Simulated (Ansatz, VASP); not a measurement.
C: VASP beside Ansatz

File POSCAR:

```
C
1.0
    3.5602834153      0.0000000000      0.0000000000
    0.0000000000     -3.5602834153      0.0000000000
    0.0000000000      0.0000000000     -3.5602834153
C
8
Direct
    0.5000000000      0.0000000000     -0.0070219129
    0.0000000000      0.5000000000      0.0000000000
    0.0000000000      0.0000000000      0.5000000000
    0.5000000000      0.5000000000      0.5000000000
    0.7500000000      0.7500000000      0.7500000000
    0.2500000000      0.2500000000      0.7500000000
    0.2500000000      0.7500000000      0.2500000000
    0.7500000000      0.2500000000      0.2500000000
```

File INCAR.step1:

```
SYSTEM = C
PREC = Accurate ; ENCUT = 520
ISMEAR = 0 ; SIGMA = 0.05
LREAL = .FALSE. ; LASPH = .TRUE.
NELM = 80 ; NBANDS = 26
GGA = PE ; ALGO = Normal
EDIFF = 1E-4 ; LWAVE = .TRUE.
LCHARG = .FALSE.
```

INCAR.step2

```
SYSTEM = C
PREC = Accurate ; ENCUT = 520
EDIFF = 1E-6 ; ISMEAR = 0
SIGMA = 0.05 ; LREAL = .FALSE.
LASPH = .TRUE. ; NELM = 80
ALGO = Normal ; ISIF = 2
LWAVE = .FALSE. ; LCHARG = .FALSE.
METAGGA = R2SCAN ; LMIXTAU = .TRUE.
NBANDS = 26 ; ISTART = 1
```

Contents of KPOINTS:

```
regular mesh
0
G
  6 6 6
  0 0 0
```

Input for Ansatz:

```yaml
crystal:
  lattice:
    - [3.5602834153, 0.0, 0.0]
    - [0.0, -3.5602834153, 0.0]
    - [0.0, 0.0, -3.5602834153]
  atoms:
    - { symbol: C, position: [0.5, 0.0, -0.0070219129] }
    - { symbol: C, position: [0.0, 0.5, 0.0] }
    - { symbol: C, position: [0.0, 0.0, 0.5] }
    - { symbol: C, position: [0.5, 0.5, 0.5] }
    - { symbol: C, position: [0.75, 0.75, 0.75] }
    - { symbol: C, position: [0.25, 0.25, 0.75] }
    - { symbol: C, position: [0.25, 0.75, 0.25] }
    - { symbol: C, position: [0.75, 0.25, 0.25] }
basis:
  ecutwfc: 500
kpoints:
  mp_grid: { grid: [6, 6, 6] }
hamiltonian:
  xc: r2scan
scf:
  occupations: { method: gaussian, width: 0.05 }
output:
  forces: true
  stress: true
  eigenvalues: true
```

Alike in both runs: task single point; functional r2SCAN; k mesh 6 × 6 × 6; occupations gaussian, width 0.05 eV; no spin polarisation.

|  | VASP | Ansatz |
| --- | --- | --- |
| version | VASP 6.6.1 | Ansatz 0.2.0 |
| potentials or method | VASP PAW PBE potentials, release 64 (C), cutoff 520 eV | scalar-relativistic, plane waves, PAW |
| valence electrons in the cell | 32 | 32 |

Ansatz gave:

* gap on the k mesh at the Fermi level (eV): 4.28
* least direct gap on the mesh (eV): 4.82
* pressure (GPa): 0.1
* traceless stress, the component that is largest in VASP (GPa): 0.20
* rms of the force components (eV/Å): 0.265

Problem. What did VASP give for the same quantities?

Solution. gap on the k mesh at the Fermi level (eV): 4.25; least direct gap on the mesh (eV): 4.80; pressure (GPa): 1.2; traceless stress, the component that is largest in VASP (GPa): 0.23; rms of the force components (eV/Å): 0.266.

VASP's potentials were made for PBE, not for r2SCAN. Atom by atom the forces differ by 0.002 eV/Å (rms over components). With one functional, cell and mesh, what is left measures potentials, basis and numerics.
